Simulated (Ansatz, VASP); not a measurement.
## Two plane-wave programs on B

```
B
1.0
    -1.06084    1.06084    1.61391
     1.06084   -1.06084    1.61391
     1.06084    1.06084   -1.61391
B
1
Direct
  0.00000 0.00000 0.00000
```

Alike in both runs: task relaxation of cell and atoms; functional PBE; k mesh 10 × 10 × 10; occupations gaussian, width 0.1 eV; no spin polarisation.

```csv
,VASP,Ansatz
version,VASP 6.6.1,Ansatz 0.2.0
potentials or method,"VASP PAW PBE potentials, release 64 (B), cutoff 600 eV","scalar-relativistic, plane waves, PAW"
valence electrons in the cell,3,3
```

VASP gave:

| Property | Result |
| --- | --- |
| gap on the k mesh at the Fermi level, each at its own relaxed structure (eV) | none |
| relaxed volume (Å³/atom) | 5.92 |
| relaxed cell length with the largest relative difference (Å) | 2.058 |

Task: What did Ansatz give for the same quantities?

Result: gap on the k mesh at the Fermi level, each at its own relaxed structure (eV): none; relaxed volume (Å³/atom): 5.91; relaxed cell length with the largest relative difference (Å): 2.056.

A gap of «none» marks a metal or a gap that the smearing closes.

The k mesh is coarse, so the values compare programs but aren't converged. Noted on VASP's run: the volume moved by over 15 % at a fixed basis, so the end points are rough.
